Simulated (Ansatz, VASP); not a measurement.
# ZnS in VASP and in Ansatz

Contents of INCAR:

```
  PREC = Accurate
  ENCUT = 520
  EDIFF = 1E-7
  ISMEAR = 0
  SIGMA = 0.01
  LREAL = F
  LASPH = T
  NELM = 80
  ALGO = Normal
  ISIF = 2
  LWAVE = F
  LCHARG = F
  GGA = PE
  NBANDS = 26
```

KPOINTS

```
regular mesh
0
Gamma
  6 6 4
```

The input POSCAR:

```
ZnS
1.0
    3.9742906998      0.0000000000      0.0000000000
   -1.9871453499      3.4418367081      0.0000000000
    0.0000000000      0.0000000000      6.0111394107
Zn S
2 2
Direct
    0.3333333333      0.6666666667      0.2500000000
    0.6666666667      0.3333333333      0.7500000000
    0.6666666667      0.3333333333      0.2500000000
    0.3333333333      0.6666666667      0.7500000000
```

Input for Ansatz:

```yaml
crystal:
  lattice:
    - [3.9742906998, 0.0, 0.0]
    - [-1.9871453499, 3.4418367081, 0.0]
    - [0.0, 0.0, 6.0111394107]
  atoms:
    - { symbol: Zn, position: [0.3333333333, 0.6666666667, 0.25] }
    - { symbol: Zn, position: [0.6666666667, 0.3333333333, 0.75] }
    - { symbol: S, position: [0.6666666667, 0.3333333333, 0.25] }
    - { symbol: S, position: [0.3333333333, 0.6666666667, 0.75] }
kpoints:
  mp_grid: { grid: [6, 6, 4] }
hamiltonian:
  xc: pbe
scf:
  occupations: { method: fixed }
  n_extra_bands: 5
output:
  forces: true
  stress: true
  eigenvalues: true
```

Alike in both runs: task single point; functional PBE; k mesh 6 × 6 × 4; no spin polarisation.

|  | VASP | Ansatz |
| --- | --- | --- |
| version | VASP 6.6.1 | Ansatz 0.2.0 |
| potentials or method | VASP PAW PBE potentials, release 64 (Zn, S) | plane waves, PAW |
| plane-wave cutoff (eV) | 520 | 420 |
| occupations | gaussian, width 0.01 eV | fixed |
| valence electrons in the cell | 36 | 36 |

VASP gave:

* gap on the k mesh at the Fermi level (eV): 1.47
* pressure (GPa): 0.2
* traceless stress, the component that is largest in VASP (GPa): -0.15

Q: Estimate Ansatz's values.

A: gap on the k mesh at the Fermi level (eV): 1.46; pressure (GPa): 0.0; traceless stress, the component that is largest in VASP (GPa): -0.02.
